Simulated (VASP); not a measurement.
Runs of VASP 6.6.1 on Si. The structure is that of space group Fd-3m (No. 227), or close to it. The cells are those of the table. 

```tsv
task	cell	k mesh	smearing	gap on the mesh (eV)	pressure (GPa)	relaxed volume (Å³/atom)
single point	a = 3.820 Å, angles 60.0°, 2 atoms	8 × 8 × 8	gaussian 0.02 eV	0.49	0.1	-
relaxation of cell and atoms	relaxed from a = 3.820 Å, angles 60.0°, 2 atoms	10 × 10 × 10	gaussian 0.02 eV	0.45	0.0	(a)
single point	a = 3.840 Å, angles 60.0°, 2 atoms	6 × 6 × 6	gaussian 0.1 eV	0.60	-1.4	-
relaxation of cell and atoms	relaxed from a = 3.840 Å, angles 60.0°, 2 atoms	8 × 8 × 8	gaussian 0.02 eV	0.49	0.0	19.72
single point	a = 3.820 Å, angles 60.0°, 2 atoms	10 × 10 × 10	gaussian 0.02 eV	0.45	0.1	-
single point	a = 3.820 Å, angles 60.0°, 2 atoms	10 × 10 × 10	gaussian 0.01 eV	0.45	0.1	-
```

Alike in all rows: level LDA; potentials or basis VASP PAW LDA potentials, release 64 (Si); no spin polarisation; cutoff (eV) 500.

Problem. Fill in the values left out.

Solution. (a) 19.71.

A k mesh can miss the band edges.
